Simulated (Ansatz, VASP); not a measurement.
Hg: VASP beside Ansatz

Contents of INCAR:

```
SYSTEM = Hg
ALGO = Normal
EDIFF = 1E-7
ENCUT = 520
GGA = PE
ISIF = 2
ISMEAR = -1
LASPH = .TRUE.
LCHARG = .FALSE.
LREAL = .FALSE.
LWAVE = .FALSE.
NBANDS = 12
NELM = 80
PREC = Accurate
SIGMA = 0.03
```

File KPOINTS:

```
k-points
0
G
  12 12 12
  0 0 0
```

The input POSCAR:

```
Hg
1.0
    1.7639306470      1.0184058339      2.2778150453
   -1.7639306470      1.0184058339      2.2778150453
    0.0000000000     -2.0368116678      2.2778150453
Hg
1
Direct
    0.0000000000      0.0000000000      0.0000000000
```

Input for Ansatz:

```yaml
crystal:
  lattice:
    - [1.763930647, 1.0184058339, 2.2778150453]
    - [-1.763930647, 1.0184058339, 2.2778150453]
    - [0.0, -2.0368116678, 2.2778150453]
  atoms:
    - { symbol: Hg, position: [0.0, 0.0, 0.0] }
kpoints:
  mp_grid: { grid: [12, 12, 12] }
scf:
  occupations: { method: fermi_dirac, width: 0.03 }
hamiltonian:
  xc: pbe
  pseudopotentials: { kind: all_electron, lapw: { basis_error: 0.0005 } }
output:
  forces: true
  stress: true
  eigenvalues: true
```

Change from the starting cell: volume scaled by 1.06.

Alike in both runs: task single point; functional PBE; k mesh 12 × 12 × 12; occupations fermi-dirac, width 0.03 eV; no spin polarisation.

|  | VASP | Ansatz |
| --- | --- | --- |
| version | VASP 6.6.1 | Ansatz 0.2.0 |
| potentials or method | VASP PAW PBE potentials, release 64 (Hg), cutoff 520 eV | all-electron LAPW, scalar-relativistic |

VASP gave:

```
pressure (GPa)                                                : 3.7
traceless stress, the component that is largest in VASP (GPa) : -0.13
```

Q: Estimate Ansatz's values.

A: Pressure (GPa): 3.3; traceless stress, the component that is largest in VASP (GPa): -0.27.

Ansatz ran all-electron here, and VASP with PAW potentials.

Neither program's run includes spin-orbit coupling.
